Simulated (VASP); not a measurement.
# ZnS3 (Im-3m) in VASP: notebook

The runs below take ZnS3 through relaxation of cell and atoms, single point, with PBE.

Everything below comes from runs of VASP 6.6.1. Logs are shortened: lines on timing, memory, paths and dates and some standing lists are left out, and cuts for length are marked.

### 1 The cell of the first run

Symmetry: Im-3m, No. 229, cubic system. Conventional cell: a = 5.637 Å, b = 5.637 Å, c = 5.637 Å, α = 90.00°, β = 90.00°, γ = 90.00°. Within 3.7 Å of Zn (site symmetry m-3m) lie 6 S at 2.82 Å. Within 3.7 Å of S (site symmetry 4/mmm) lie 2 Zn at 2.82 Å and 4 S at 2.82 Å.

The cell was built from a structure type or drawn by symmetry, and may not be a known phase.

### 2 Relaxation of cell and atoms, PBE

INCAR reads:

```
  PREC = Accurate
  ENCUT = 600
  EDIFF = 1E-6
  ISMEAR = 0
  SIGMA = 0.1
  LREAL = F
  LASPH = T
  NELM = 60
  ALGO = Normal
  ISIF = 3
  LWAVE = F
  LCHARG = F
  GGA = PE
  IBRION = 2
  NSW = 90
  EDIFFG = -0.04
```

KPOINTS reads:

```
regular mesh
0
Gamma
  4 4 4
```

POSCAR reads:

```
ZnS3
1.0
   -2.8184822400      2.8184822400      2.8184822400
    2.8184822400     -2.8184822400      2.8184822400
    2.8184822400      2.8184822400     -2.8184822400
Zn S
1 3
Direct
    0.0000000000      0.0000000000      0.0000000000
    0.0000000000      0.5000000000      0.5000000000
    0.5000000000      0.0000000000      0.5000000000
    0.5000000000      0.5000000000      0.0000000000
```

Potentials or basis: VASP PAW PBE potentials, release 64 (Zn, S).

The run is started by

```
> cat potpaw_PBE.64/Zn/POTCAR potpaw_PBE.64/S/POTCAR > POTCAR
> mpirun -np 1 vasp_std > vasp.out
```

OUTCAR:

```text
PREC = Accurate
   ENCUT = 600
   EDIFF = 1E-6
   ISMEAR = 0
   LREAL = F
   LASPH = T
   NELM = 60
   ISIF = 3
   GGA = PE
   IBRION = 2
   NSW = 90
   EDIFFG = -0.04

 ion  position               nearest neighbor table
   1  0.000  0.000  0.000-   2 2.82   3 2.82   4 2.82   2 2.82   3 2.82   4 2.82
   2  0.000  0.500  0.500-   1 2.82   1 2.82
   3  0.500  0.000  0.500-   1 2.82   1 2.82
   4  0.500  0.500  0.000-   1 2.82   1 2.82

  LATTYP: Found a body centered cubic cell.
 ALAT       =     5.6369644800

  Lattice vectors:

 A1 = (  -2.8184822400,   2.8184822400,   2.8184822400)
 A2 = (   2.8184822400,  -2.8184822400,   2.8184822400)
 A3 = (   2.8184822400,   2.8184822400,  -2.8184822400)

Analysis of symmetry for initial positions (statically):
=====================================================================
 Subroutine PRICEL returns:
 Original cell was already a primitive cell.

 Routine SETGRP: Setting up the symmetry group for a
 body centered cubic supercell.

 Subroutine GETGRP returns: Found 48 space group operations
 (whereof 48 operations were pure point group operations)
 out of a pool of 48 trial point group operations.

The static configuration has the point symmetry O_h .

Analysis of symmetry for dynamics (positions and initial velocities):
=====================================================================
 Subroutine PRICEL returns:
 Original cell was already a primitive cell.

 Routine SETGRP: Setting up the symmetry group for a
 body centered cubic supercell.

 Subroutine GETGRP returns: Found 48 space group operations
 (whereof 48 operations were pure point group operations)
 out of a pool of 48 trial point group operations.

The dynamic configuration has the point symmetry O_h .

 Subroutine INISYM returns: Found 48 space group operations
 (whereof 48 operations are pure point group operations),
 and found     1 'primitive' translations

----------------------------------------------------------------------------------------

                                     Primitive cell

  volume of cell :      89.5583

  direct lattice vectors                    reciprocal lattice vectors
    -2.818482240  2.818482240  2.818482240     0.000000000  0.177400444  0.177400444
     2.818482240 -2.818482240  2.818482240     0.177400444  0.000000000  0.177400444
     2.818482240  2.818482240 -2.818482240     0.177400444  0.177400444  0.000000000

  length of vectors
     4.881754440  4.881754440  4.881754440     0.250882113  0.250882113  0.250882113

  position of ions in fractional coordinates (direct lattice)
     0.000000000  0.000000000  0.000000000
     0.000000000  0.500000000  0.500000000
     0.500000000  0.000000000  0.500000000
     0.500000000  0.500000000  0.000000000

[... 49 lines left out ...]
   NGX,Y,Z   is equivalent  to a cutoff of  13.62, 13.62, 13.62 a.u.
   NGXF,Y,Z  is equivalent  to a cutoff of  27.24, 27.24, 27.24 a.u.
 SYSTEM =  unknown system
   PREC   = accura    normal or accurate (medium, high low for compatibility)
   ISTART =      0    job   : 0-new  1-cont  2-samecut
   ICHARG =      2    charge: 1-file 2-atom 10-const
   ISPIN  =      1    spin polarized calculation?
   LNONCOLLINEAR =      F non collinear calculations
   LSORBIT =      F    spin-orbit coupling
   LASPH  =      T    aspherical Exc in radial PAW
   ENCUT  =  600.0 eV  44.10 Ry    6.64 a.u.   9.75  9.75  9.75*2*pi/ulx,y,z
   NELM   =     60;   NELMIN=  2; NELMDL= -5     # of ELM steps
   EDIFF  = 0.1E-05   stopping-criterion for ELM
   LREAL  =      F    real-space projection
   EDIFFG = -.4E-01   stopping-criterion for IOM
   NSW    =     90    number of steps for IOM
   IBRION =      2    ionic relax: 0-MD 1-quasi-New 2-CG
   NFREE  =      1    steps in history (QN), initial steepest desc. (CG)
   ISIF   =      3    stress and relaxation
   ISYM   =      2    0-nonsym 1-usesym 2-fastsym
   POTIM  = 0.5000    time-step for ionic-motion
   TEBEG  =    0.0;   TEEND  =   0.0 temperature during run
   PSTRESS=    0.0 pullay stress
   NELECT =      30.0000    total number of electrons
   NUPDOWN=      -1.0000    fix difference up-down
   EMIN   =  10.00;   EMAX   =-10.00  energy-range for DOS
   EFERMI =   0.00;   METHOD = LEGACY
   ISMEAR =     0;   SIGMA  =   0.10  broadening in eV -4-tet -1-fermi 0-gaus
   EFERMI_NEDOS =   21; number of points for ismear=-14 and -15
   IALGO  =     38    algorithm
   IMIX   =      4    mixing-type and parameters
     AMIX     =   0.40;   BMIX     =  1.00
     AMIX_MAG =   1.60;   BMIX_MAG =  1.00
  volume/ion in A,a.u.               =      22.39       151.09
  Fermi-wavevector in a.u.,A,eV,Ry     =   1.136964  2.148550 17.588068  1.292687
  Thomas-Fermi vector in A             =   2.273669
   LORBIT       =      0    0 simple, 1 ext, 2 COOP (PROOUT), +10 PAW based schemes
   GGA     = PE    functional components
   LHFCALC =     F    Hartree Fock is set to
   AEXX    =    0.0000 exact exchange contribution
   IVDW    =     0    specifies the selected vdW correction
   LEPSILON=     F    determine dielectric tensor
   LRPA    =     F    only Hartree local field effects (RPA)
 conjugate gradient relaxation of ions
 non-spin polarized calculation
 Gauss-broadening in eV      SIGMA  =   0.10
  energy-cutoff  :      600.00
  volume of cell :       89.56
 maximum number of plane-waves:      3043
 NGX is ok and might be reduce to    40
   NGX = 19   NGY = 19   NGZ = 19

--------------------------------------- Ionic step        1  -------------------------------------------

 number of electron      30.0000011 magnetization

 Free energy of the ion-electron system (eV)
  ---------------------------------------------------
  ext. energy  EPLUGINS =         0.00000000
  ---------------------------------------------------
  free energy    TOTEN  =       -12.09308399 eV

  energy without entropy =      -12.05786511  energy(sigma->0) =      -12.07547455

 E-fermi :   3.3758     XC(G=0):  -9.3650

 val. band max:        3.3723029621   @ k =   0.2500   0.0000   0.0000
 cond. band min:       3.3974287458   @ k =   0.2500   0.0000   0.0000
 fundamental gap:      0.0251257837
 Fermi energy:         3.3757887146

 k-point     1 :       0.0000    0.0000    0.0000
  band No.  band energies     occupation
      1     -11.2163      2.00000
      2      -8.2967      2.00000
      3      -8.2967      2.00000
      4      -3.8483      2.00000
      5      -3.8483      2.00000
      6      -3.8483      2.00000
[... 240 lines left out ...]
--------------------------------------- Ionic step        3  -------------------------------------------

 number of electron      30.0000003 magnetization

 Free energy of the ion-electron system (eV)
  ---------------------------------------------------
  ext. energy  EPLUGINS =         0.00000000
  ---------------------------------------------------
  free energy    TOTEN  =       -13.26075072 eV

  energy without entropy =      -13.24869688  energy(sigma->0) =      -13.25472380

 E-fermi :   6.8915     XC(G=0): -10.7291

 val. band max:        6.7676555183   @ k =   0.2500   0.0000   0.0000
 cond. band min:       6.9665281223   @ k =   0.2500   0.0000   0.0000
 fundamental gap:      0.1988726040
 Fermi energy:         6.8915065140

 k-point     1 :       0.0000    0.0000    0.0000
  band No.  band energies     occupation
      1     -10.2915      2.00000
      2      -5.3739      2.00000
      3      -5.3739      2.00000
      4      -1.0113      2.00000
      5      -1.0113      2.00000
      6      -1.0113      2.00000
[... 196 lines left out ...]
  FREE ENERGIE OF THE ION-ELECTRON SYSTEM (eV)
  ---------------------------------------------------
  free  energy   TOTEN  =       -13.2607507183 eV

  energy  without entropy=      -13.2486968827  energy(sigma->0) =      -13.25472380

 reached required accuracy - stopping structural energy minimisation
```

It took 61 s on 1 thread of Intel Xeon 8259CL, shared host; peak memory 0.24 GiB.

Results:

| Quantity | Value |
| --- | --- |
| Free energy | -13.2608 eV |
| Relaxed volume | 16.68 Å³/atom |
| Relaxed cell | a = 4.426 Å, b = 4.426 Å, c = 4.426 Å, α = 109.47°, β = 109.47°, γ = 109.47° |
| Space group after relaxing (to 0.1 Å) | Im-3m (No. 229) |
| Energy gained by relaxing | 291.9 meV/atom |
| Ionic steps | 3 |
| Pressure after relaxing | -0.1 GPa |
| Band gap on the k mesh | zero (bands 15 and 16 overlap by 2.52 eV) |

The path:
```tsv
step	energy change (eV)	largest force (eV/Å)	pressure (GPa)	volume (Å³)
1	0.0000	0.0000	-12.49	89.56
2	-1.1519	0.0000	-2.43	68.78
3	-1.1677	0.0000	-0.07	66.73
```

Final structure:
```yaml
crystal:
  lattice:
    - [-2.55521, 2.55521, 2.55521]
    - [2.55521, -2.55521, 2.55521]
    - [2.55521, 2.55521, -2.55521]
  atoms:
    - { symbol: Zn, position: [0.00000, 0.00000, 0.00000] }
    - { symbol: S, position: [0.00000, 0.50000, 0.50000] }
    - { symbol: S, position: [0.50000, 0.00000, 0.50000] }
    - { symbol: S, position: [0.50000, 0.50000, 0.00000] }
```

Caveat: the k points lie up to 0.43 Å⁻¹ apart in the final cell, too coarse for converged energies and pressures of a metal; the volume moved by over 15 % at a fixed basis, so the end points are rough.

### 3 Relaxation of cell and atoms, PBE

This run uses another cell than the first one, of 16.73 Å³/atom.

INCAR reads:

```
PREC     = Accurate       # precision mode
ENCUT    = 600            # plane-wave cutoff, eV
EDIFF    = 1E-6           # SCF threshold, eV
ISMEAR   = 0              # smearing method
SIGMA    = 0.1            # smearing width, eV
LREAL    = False          # projectors in reciprocal space
LASPH    = True           # aspherical terms in the spheres
NELM     = 60             # most SCF steps
ALGO     = Normal         # electronic algorithm
ISIF     = 3              # what is computed and relaxed
LWAVE    = False          # write WAVECAR
LCHARG   = False          # write CHGCAR
GGA      = PE             # functional
IBRION   = 2              # ionic algorithm
NSW      = 90             # ionic steps
EDIFFG   = -0.04          # ionic threshold
```

KPOINTS reads:

```
Automatic mesh
0
Gamma
  6 6 6
```

POSCAR reads:

```
ZnS3
1.0
   -2.5578494758      2.5578494758      2.5578494758
    2.5578494758     -2.5578494758      2.5578494758
    2.5578494758      2.5578494758     -2.5578494758
Zn S
1 3
Direct
    0.0000000000      0.0000000000      0.0000000000
    0.0000000000      0.5000000000      0.5000000000
    0.5000000000      0.0000000000      0.5000000000
    0.5000000000      0.5000000000      0.0000000000
```

Potentials or basis: VASP PAW PBE potentials, release 64 (Zn, S).

The run is started by

```
> cat potpaw_PBE.64/Zn/POTCAR potpaw_PBE.64/S/POTCAR > POTCAR
> mpirun -np 1 vasp_std > vasp.out
```

Wall time 38 s (1 thread of Intel Xeon 8259CL, shared host); peak memory 0.22 GiB.

The run converged. Its results:

| Quantity | Value |
| --- | --- |
| Free energy | -13.1254 eV |
| Relaxed volume | 16.61 Å³/atom |
| Relaxed cell | a = 4.420 Å, b = 4.420 Å, c = 4.420 Å, α = 109.47°, β = 109.47°, γ = 109.47° |
| Space group after relaxing (to 0.1 Å) | Im-3m (No. 229) |
| Energy gained by relaxing | 0.1 meV/atom |
| Ionic steps | 2 |
| Pressure after relaxing | 0.1 GPa |
| Band gap on the k mesh | zero (bands 15 and 16 overlap by 2.22 eV) |

Step by step:
| step | energy change (eV) | largest force (eV/Å) | pressure (GPa) | volume (Å³) |
| --- | --- | --- | --- | --- |
| 1 | 0.0000 | 0.0000 | -0.48 | 66.94 |
| 2 | -0.0004 | 0.0000 | 0.14 | 66.46 |

Final structure:
```
Zn S
1.0
    -2.55171    2.55171    2.55171
     2.55171   -2.55171    2.55171
     2.55171    2.55171   -2.55171
Zn S
1 3
Cartesian
  5.1034 0.0000 0.0000
  2.5517 0.0000 0.0000
  2.5517 0.0000 2.5517
  2.5517 2.5517 0.0000
```

Levels at points of the mesh, in eV from the Fermi level:
| k point | band 12 | band 13 | band 14 | band 15 | band 16 | band 17 | band 18 | band 19 |
| --- | --- | --- | --- | --- | --- | --- | --- | --- |
| (0.00, 0.00, 0.00) | -3.72 | -3.72 | -3.72 | -1.11 | 2.88 | 2.88 | 2.88 | 3.34 |
| (0.50, 0.00, 0.00) | -2.97 | -2.41 | -2.27 | -1.63 | -0.78 | 3.13 | 4.37 | 4.40 |
| (0.50, 0.50, 0.50) | -2.44 | -2.44 | -2.44 | -0.33 | 3.31 | 3.31 | 3.31 | 6.59 |

### 4 Single point, PBE

This run uses another cell than the first one, of 16.66 Å³/atom.

INCAR reads:

```
PREC = Accurate
ENCUT = 520
EDIFF = 1E-6
ISMEAR = 0
SIGMA = 0.1
LREAL = False
LASPH = True
NELM = 60
ALGO = Normal
ISIF = 2
LWAVE = False
LCHARG = False
GGA = PE
NBANDS = 23
```

KPOINTS reads:

```
Automatic mesh
0
Gamma
  12 12 12
```

POSCAR reads:

```
ZnS3
1.0
   -2.5539550054      2.5539550054      2.5539550054
    2.5539550054     -2.5539550054      2.5539550054
    2.5539550054      2.5539550054     -2.5539550054
Zn S
1 3
Direct
    0.0000000000      0.0000000000      0.0000000000
    0.0000000000      0.5000000000      0.5000000000
    0.5000000000      0.0000000000      0.5000000000
    0.5000000000      0.5000000000      0.0000000000
```

The run is started by

```
> cat potpaw_PBE.64/Zn/POTCAR potpaw_PBE.64/S/POTCAR > POTCAR
> mpirun -np 1 vasp_std > vasp.out
```

Wall time 93 s (1 thread of Intel Xeon 8259CL, shared host); peak memory 0.26 GiB.

The run converged. Its results:

- Free energy: -13.2937 eV
- Pressure: -0.1 GPa
- Band gap on the k mesh: zero (bands 15 and 16 overlap by 2.78 eV)

Levels at points of the mesh, in eV from the Fermi level:
| k point | band 11 | band 12 | band 13 | band 14 | band 15 | band 16 | band 17 | band 18 | band 19 | band 20 |
| --- | --- | --- | --- | --- | --- | --- | --- | --- | --- | --- |
| (0.00, 0.00, 0.00) | -5.86 | -3.69 | -3.69 | -3.69 | -1.09 | 2.88 | 2.88 | 2.88 | 3.37 | 3.37 |
| (0.50, 0.00, 0.00) | -4.33 | -2.95 | -2.39 | -2.25 | -1.62 | -0.76 | 3.13 | 4.39 | 4.40 | 5.29 |
| (0.50, 0.50, 0.50) | -6.93 | -2.42 | -2.42 | -2.42 | -0.31 | 3.31 | 3.31 | 3.31 | 6.62 | 6.62 |

### 5 Relaxation of cell and atoms, PBE

This run uses another cell than the first one, of 16.67 Å³/atom.

INCAR reads:

```
ALGO = Normal ; EDIFF = 1E-6
EDIFFG = -0.01 ; ENCUT = 600
GGA = PE ; IBRION = 2
ISIF = 3 ; ISMEAR = 0
LASPH = True ; LCHARG = False
LREAL = False ; LWAVE = False
NELM = 80 ; NSW = 100
PREC = Accurate ; SIGMA = 0.1
```

KPOINTS reads:

```
k-points
0
Gamma
  12 12 12
```

POSCAR reads:

```
ZnS3
1.0
   -2.5544374744      2.5544374744      2.5544374744
    2.5544374744     -2.5544374744      2.5544374744
    2.5544374744      2.5544374744     -2.5544374744
Zn S
1 3
Direct
    0.0000000000      0.0000000000      0.0000000000
    0.0000000000      0.5000000000      0.5000000000
    0.5000000000      0.0000000000      0.5000000000
    0.5000000000      0.5000000000      0.0000000000
```

The run is started by

```
> cat potpaw_PBE.64/Zn/POTCAR potpaw_PBE.64/S/POTCAR > POTCAR
> mpirun -np 1 vasp_std > vasp.out
```

Wall time 88 s (1 thread of Intel Xeon 8259CL, shared host); peak memory 0.27 GiB.

It converged, with:

* Free energy: -13.2941 eV
* Pressure after relaxing: -0.1 GPa
* Band gap on the k mesh: zero (bands 15 and 16 overlap by 2.78 eV)

Final structure:
```xyz
4
Lattice="-2.5544 2.5544 2.5544 2.5544 -2.5544 2.5544 2.5544 2.5544 -2.5544" Properties=species:S:1:pos:R:3 pbc="T T T"
Zn    0.0000    0.0000    0.0000
S     2.5544    0.0000    0.0000
S     0.0000    2.5544    0.0000
S     0.0000    0.0000    2.5544
```

Levels at points of the mesh, in eV from the Fermi level:
```
           k point  band 11  band 12  band 13  band 14  band 15  band 16  band 17  band 18  band 19
(0.00, 0.00, 0.00)    -5.86    -3.69    -3.69    -3.69    -1.09     2.88     2.88     2.88     3.38
(0.50, 0.00, 0.00)    -4.32    -2.95    -2.39    -2.25    -1.62    -0.76     3.13     4.39     4.40
(0.50, 0.50, 0.50)    -6.93    -2.42    -2.42    -2.42    -0.31     3.31     3.31     3.31     6.62
```

Caveat: the relaxation stopped at its first step, so nothing moved.

### 6 Overview

| task | cell | k mesh | cutoff (eV) | gap on the mesh (eV) | pressure (GPa) | relaxed volume (Å³/atom) |
| --- | --- | --- | --- | --- | --- | --- |
| relaxation of cell and atoms | relaxed from a = 4.882 Å, angles 109.5°, 4 atoms | 4 × 4 × 4 | 600 | none | -0.1 | 16.68 |
| relaxation of cell and atoms | relaxed from a = 4.430 Å, angles 109.5°, 4 atoms | 6 × 6 × 6 | 600 | none | 0.1 | 16.61 |
| single point | a = 4.424 Å, angles 109.5°, 4 atoms | 12 × 12 × 12 | 520 | none | -0.1 | - |
| relaxation of cell and atoms | relaxed from a = 4.424 Å, angles 109.5°, 4 atoms | 12 × 12 × 12 | 600 | none | -0.1 | - |

Alike in all rows: level PBE; potentials or basis VASP PAW PBE potentials, release 64 (Zn, S); no spin polarisation; smearing gaussian 0.1 eV.

Caveats: some runs use coarse meshes; the volume moved by over 15 % at a fixed basis, so the end points are rough (at least some runs); the relaxation stopped at its first step, so nothing moved (at least some runs).

Absolute energies hang on the potentials; compare differences alone.
